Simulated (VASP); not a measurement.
Wanted: the native input for a VASP 6.6.1 run.

```yaml
Task: single point
Functional: PBE
Potentials_or_basis: VASP PAW PBE potentials, release 64 (Si, O)
Cutoff: 520 eV
k_mesh: 2 × 2 × 2
Occupations: fermi-dirac, width 0.05 eV
Spin: no spin polarisation
Dipole_correction: no
Further_INCAR_settings: LREAL = Auto; ALGO = Normal; EDIFF = 1e-07; NBANDS = 117
```

The structure of Si11O24 (a cell with a defect) lies in POSCAR:

```
Si11O24
1.0
    8.9392390000      0.0000000000      0.0000000000
    0.0000000000      8.9392390000      0.0000000000
    0.0000000000      0.0000000000      8.9392390000
Si O
11 24
Direct
    0.2493904061      0.5001366505     -0.0010251831
    0.5053451934     -0.0072451295      0.2678898870
    0.0037116456      0.5051505853      0.2556658059
    0.4949802566      0.2433930237      0.0039557465
   -0.0064625018      0.2311753929      0.4915086351
    0.7493900190      0.0001323774      0.4990050608
    0.7493917641      0.5001675652     -0.0011727216
    0.0038572533      0.4951166255      0.7421284635
    0.5051549511      0.0075598048      0.7299843382
   -0.0064559825      0.7690964760      0.5063075743
    0.4950180813      0.7569216362     -0.0060856993
    0.1480962256      0.4757513367      0.8503417019
    0.0957423077      0.0726715182      0.5447089151
    0.0956692856      0.9275766105      0.4528865869
    0.4031304609      0.0460845585      0.4263586456
    0.1480058576      0.5245833584      0.1475391089
    0.4693007186      0.1456520151      0.8484233648
    0.0293242196      0.3496001168      0.3533859657
    0.8353298933      0.1535067339      0.4492454308
    0.4694594693      0.8546553765      0.1494662968
    0.5044415991      0.1410858185      0.1585372147
    0.3506788888      0.3515049753      0.0234447427
    0.8531060296      0.4929554191      0.1508417544
    0.6634649013     -0.0496887493      0.3456401619
    0.6457095272      0.6522019880      0.0059847345
    0.6455820270      0.3482196313     -0.0083626715
    0.8531741616      0.5073080373      0.8468570798
    0.6633305754      0.0499276955      0.6522926135
   -0.0056719474      0.6597230031      0.3579926062
    0.5041985980      0.8592310145      0.8393257365
    0.3507848407      0.6486951843     -0.0253886201
   -0.0054037997      0.3405245460      0.6398313460
    0.0294972178      0.6506565529      0.6443793389
    0.8354410024      0.8468539050      0.5488592464
    0.4030166538     -0.0457174541      0.5714625924
```

The input as run:

INCAR

```
SYSTEM = Si11O24
PREC = Accurate
ENCUT = 520
EDIFF = 1E-7
ISMEAR = -1
SIGMA = 0.05
LREAL = Auto
LASPH = .True.
NELM = 100
ALGO = Normal
ISIF = 2
LWAVE = .False.
LCHARG = .False.
GGA = PE
NBANDS = 117
```

KPOINTS

```
regular mesh
0
Gamma
  2 2 2
  0 0 0
```

Potentials or basis: VASP PAW PBE potentials, release 64 (Si, O).

The run is started by

```sh
$ cat potpaw_PBE.64/Si/POTCAR potpaw_PBE.64/O/POTCAR > POTCAR
$ mpirun -np 1 vasp_std > vasp.out
```

Results of the run:

The pressure is -4.3 GPa, the largest force is 0.088 eV/Å and the band gap on the k mesh is 2.97 eV.

Run time: 28 min on 1 thread of Oxide Virtual Turin-like Processor (shared host), peak memory 0.85 GiB.
